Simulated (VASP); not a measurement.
The system is TiTe2.

```
Te Ti
1.0
     3.75165    0.00000    0.00000
    -1.87583    3.24902    0.00000
     0.00000    0.00000    6.45439
Te Ti
2 1
Direct
  0.33333 0.66667 0.73720
  0.66667 0.33333 0.26280
  0.00000 0.00000 0.00000
```

This cell differs from its parent crystal: volume scaled by 0.98.

Base run:

* Program: VASP 6.6.1
* Functional: PBEsol
* Potentials or basis: VASP PAW PBE potentials, release 64 (Te, Ti_sv)
* Cutoff: 520 eV
* k mesh: 8 × 8 × 4
* Occupations: fermi-dirac, width 0.05 eV
* Spin: no spin polarisation

Its results: band gap on the k mesh zero (band 12 reaches 7.32 eV, above the bottom of band 13 at 6.60 eV); pressure -1.0 GPa; largest force 0.062 eV/Å.

The run is repeated on the same cell with these changes: functional from PBEsol to r2SCAN. What comes out?

Band gap on the k mesh zero (band 12 reaches 7.51 eV, above the bottom of band 13 at 6.82 eV); pressure 2.5 GPa; largest force 0.018 eV/Å.

Caveats: the PAW data sets were made with another functional, which shifts forces and pressure a little; spin-orbit coupling is left out, which moves the levels of the heavy elements; this functional lacks dispersion, which binds the layers, so the pressure and a relaxed spacing across them are unreliable (some runs).
